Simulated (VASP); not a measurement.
Set up this calculation in VASP 6.6.1, as the native input.

| Property | Result |
| --- | --- |
| Task | single point |
| Functional | PBE |
| Potentials or basis | VASP PAW PBE potentials, release 64 (In_d, Sb) |
| Cutoff | 520 eV |
| k mesh | 9 × 8 × 15 |
| Occupations | fermi-dirac, width 0.05 eV |
| Spin | no spin polarisation |
| Dipole correction | no |
| Further INCAR settings | ALGO = Normal; EDIFF = 1e-07; NBANDS = 26 |

The structure of InSb lies in POSCAR:

```
InSb
1.0
    5.4620658897      0.0000000000      0.0000000000
    0.0000000000      5.8240284417      0.0000000000
    0.0000000000      0.0000000000      3.1230740751
In Sb
2 2
Direct
    0.0000000000      0.0000000000      0.1747868578
    0.5000000000      0.5000000000     -0.1747868578
    0.5000000000      0.0000000000      0.7223618571
    0.0000000000      0.5000000000      0.2776381429
```

One way to write it, as run:

INCAR

```
ALGO = Normal
EDIFF = 1E-7
ENCUT = 520
GGA = PE
ISIF = 2
ISMEAR = -1
LASPH = T
LCHARG = F
LREAL = F
LWAVE = F
NBANDS = 26
NELM = 100
PREC = Accurate
SIGMA = 0.05
```

KPOINTS

```
k-points
0
Gamma
  9 8 15
```

Potentials or basis: VASP PAW PBE potentials, release 64 (In_d, Sb).

The run is started by

```bash
$ cat potpaw_PBE.64/In_d/POTCAR potpaw_PBE.64/Sb/POTCAR > POTCAR
$ mpirun -np 1 vasp_std > vasp.out
```

It gave:

* Pressure: 8.1 GPa
* Largest force: 0.007 eV/Å
* Band gap on the k mesh: zero (bands 18 and 19 overlap by 3.61 eV)

Caveat: the cell stands under pressure; spin-orbit coupling is left out, which moves the levels of the heavy elements.

Run time: 5 min on 1 thread of Intel(R) Xeon(R) Platinum 8375C CPU @ 2.90GHz (Ice Lake) (shared host), peak memory 0.55 GiB.
